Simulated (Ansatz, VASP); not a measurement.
This is a calculation of PtSe2 for VASP 6.6.1.

File INCAR:

```
SYSTEM = PtSe2
PREC = Accurate
ENCUT = 520
EDIFF = 1E-6
ISMEAR = -1
SIGMA = 0.05
LREAL = .FALSE.
LASPH = .TRUE.
NELM = 60
ALGO = Normal
ISIF = 2
LWAVE = .FALSE.
LCHARG = .FALSE.
GGA = PE
NBANDS = 18
```

File KPOINTS:

```
Automatic mesh
0
G
  7 7 5
  0 0 0
```

Contents of POSCAR:

```
PtSe2
1.0
    3.5750400000      0.0000000000      0.0000000000
   -1.7875200000      3.0960754596      0.0000000000
    0.0000000000      0.0000000000      5.0620000000
Pt Se
1 2
Direct
    0.0000000000      0.0000000000      0.0000000000
    0.6666666667      0.3333333333      0.7500000000
    0.3333333333      0.6666666667      0.2500000000
```

Potentials or basis: VASP PAW PBE potentials, release 64 (Pt, Se).

Run with:

```bash
$ cat potpaw_PBE.64/Pt/POTCAR potpaw_PBE.64/Se/POTCAR > POTCAR
$ mpirun -np 1 vasp_std > vasp.out
```

Q: Translate it to Ansatz 0.2.0. Potentials there: Ansatz PAW.

A: As run (the cutoff follows the program's own potentials):

input.yaml

```yaml
crystal:
  lattice:
    - [3.57504, 0.0, 0.0]
    - [-1.78752, 3.0960754596, 0.0]
    - [0.0, 0.0, 5.062]
  atoms:
    - { symbol: Pt, position: [0.0, 0.0, 0.0] }
    - { symbol: Se, position: [0.6666666667, 0.3333333333, 0.75] }
    - { symbol: Se, position: [0.3333333333, 0.6666666667, 0.25] }
hamiltonian:
  xc: pbe
  pseudopotentials: { kind: paw }
kpoints:
  mp_grid: { grid: [7, 7, 5] }
scf:
  occupations: { method: fermi_dirac, width: 0.05 }
output:
  forces: true
  stress: true
  eigenvalues: true
```

Potentials or basis: Ansatz PAW.

Launch:

```bash
$ ansatz run input.yaml --threads 2 --pin off --max-ram 5632MiB --backend cpu --events-out ev --progress --plain --runs-dir out
```

Both were run:

|  | VASP | Ansatz | Ansatz less VASP |
| --- | --- | --- | --- |
| gap on the k mesh at the Fermi level (eV) | none | none | - |
| pressure (GPa) | 23.5 | 23.4 | -0.09 |
| traceless stress, the component that is largest in VASP (GPa) | -6.16 | -6.13 | +0.030 |
| rms of the force components (eV/Å) | 0.849 | 0.841 | -0.0078 |

Atom by atom the forces differ by 0.008 eV/Å (rms over components). A gap of «none» marks a metal or a gap that the smearing closes. VASP's potentials hold 22 valence electrons a cell and Ansatz's 50, so a difference there can come from the potentials and not from the codes.

Spin-orbit coupling is off throughout.
